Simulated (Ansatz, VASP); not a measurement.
# One calculation of GaAs, two programs

```
Ga As
1.0
     0.00000    2.81405    2.81405
     2.81405    0.00000    2.81405
     2.81405    2.81405    0.00000
Ga As
1 1
Cartesian
  0.0000 0.0000 0.0000
  1.4070 1.4070 1.4070
```

Alike in both runs: task single point; functional PBE; k mesh 12 × 12 × 12; occupations gaussian, width 0.02 eV; no spin polarisation.

|  | VASP | Ansatz |
| --- | --- | --- |
| version | VASP 6.6.1 | Ansatz 0.2.0 |
| potentials or method | VASP PAW PBE potentials, release 64 (Ga_d, As), cutoff 500 eV | scalar-relativistic, plane waves, PAW |
| valence electrons in the cell | 18 | 28 |

|  | VASP | Ansatz | Ansatz less VASP |
| --- | --- | --- | --- |
| gap on the k mesh at the Fermi level (eV) | 0.62 | 0.62 | -0.005 |
| least direct gap on the mesh (eV) | 0.62 | 0.62 | -0.005 |
| pressure (GPa) | 4.5 | 4.4 | -0.18 |

VASP's potentials hold 18 valence electrons a cell and Ansatz's 28, so a difference there can come from the potentials and not from the codes.
